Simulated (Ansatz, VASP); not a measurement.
## Two plane-wave programs on ZrVOs3

Contents of POSCAR:

```
ZrVOs3
1.0
    4.0306963755      0.0000000000      0.0000000000
    0.0000000000      4.0306963755      0.0000000000
    0.0000000000      0.0000000000      4.0306963755
Zr V Os
1 1 3
Direct
    0.0000000000      0.0000000000      0.0000000000
    0.5000000000      0.5000000000      0.5000000000
    0.0000000000      0.5000000000      0.5000000000
    0.5000000000      0.0000000000      0.5000000000
    0.5000000000      0.5000000000      0.0000000000
```

File INCAR.step1:

```
SYSTEM = ZrVOs3
PREC = Accurate
ENCUT = 600
ISMEAR = 0
SIGMA = 0.1
LREAL = .FALSE.
LASPH = .TRUE.
NELM = 100
GGA = PE
ALGO = Normal
EDIFF = 1E-4
LWAVE = .TRUE.
LCHARG = .FALSE.
```

The input INCAR.step2:

```
SYSTEM = ZrVOs3
PREC = Accurate
ENCUT = 600
EDIFF = 1E-6
ISMEAR = 0
SIGMA = 0.1
LREAL = .FALSE.
LASPH = .TRUE.
NELM = 100
ALGO = Normal
ISIF = 3
LWAVE = .FALSE.
LCHARG = .FALSE.
METAGGA = R2SCAN
LMIXTAU = .TRUE.
IBRION = 2
NSW = 90
EDIFFG = -0.04
ISTART = 1
```

The input KPOINTS:

```
Automatic mesh
0
G
  4 4 4
  0 0 0
```

Input for Ansatz:

```yaml
crystal:
  lattice:
    - [4.0306963755, 0.0, 0.0]
    - [0.0, 4.0306963755, 0.0]
    - [0.0, 0.0, 4.0306963755]
  atoms:
    - { symbol: Zr, position: [0.0, 0.0, 0.0] }
    - { symbol: V, position: [0.5, 0.5, 0.5] }
    - { symbol: Os, position: [0.0, 0.5, 0.5] }
    - { symbol: Os, position: [0.5, 0.0, 0.5] }
    - { symbol: Os, position: [0.5, 0.5, 0.0] }
basis:
  ecutwfc: 500
kpoints:
  mp_grid: { grid: [4, 4, 4] }
hamiltonian:
  xc: r2scan
scf:
  occupations: { method: gaussian, width: 0.1 }
  lower_state_search: "off"
output:
  forces: true
  stress: true
  eigenvalues: true
relax:
  adjacent_minimum: "off"
  f_tol: 0.04
  max_steps: 70
  cell: { stress_tol: 0.4 }
```

Alike in both runs: task relaxation of cell and atoms; functional r2SCAN; k mesh 4 × 4 × 4; occupations gaussian, width 0.1 eV; no spin polarisation.

|  | VASP | Ansatz |
| --- | --- | --- |
| version | VASP 6.6.1 | Ansatz 0.2.0 |
| potentials or method | VASP PAW PBE potentials, release 64 (Zr_sv, V_sv, Os), cutoff 600 eV | scalar-relativistic, plane waves, PAW |
| valence electrons in the cell | 49 | 73 |

|  | VASP | Ansatz | Ansatz less VASP |
| --- | --- | --- | --- |
| gap on the k mesh at the Fermi level, each at its own relaxed structure (eV) | none | none | - |
| relaxed volume (Å³/atom) | 17.71 | 17.57 | -0.138 |
| relaxed cell length with the largest relative difference (Å) | 4.457 | 4.445 | -0.0116 |

VASP's potentials were made for PBE, not for r2SCAN. A gap of «none» marks a metal or a gap that the smearing closes. VASP's potentials hold 49 valence electrons a cell and Ansatz's 73, so a difference there can come from the potentials and not from the codes.

The k mesh is coarse, so the values compare programs but aren't converged. Spin-orbit coupling is off throughout. Noted on VASP's run: the volume moved by over 15 % at a fixed basis, so the end points are rough.
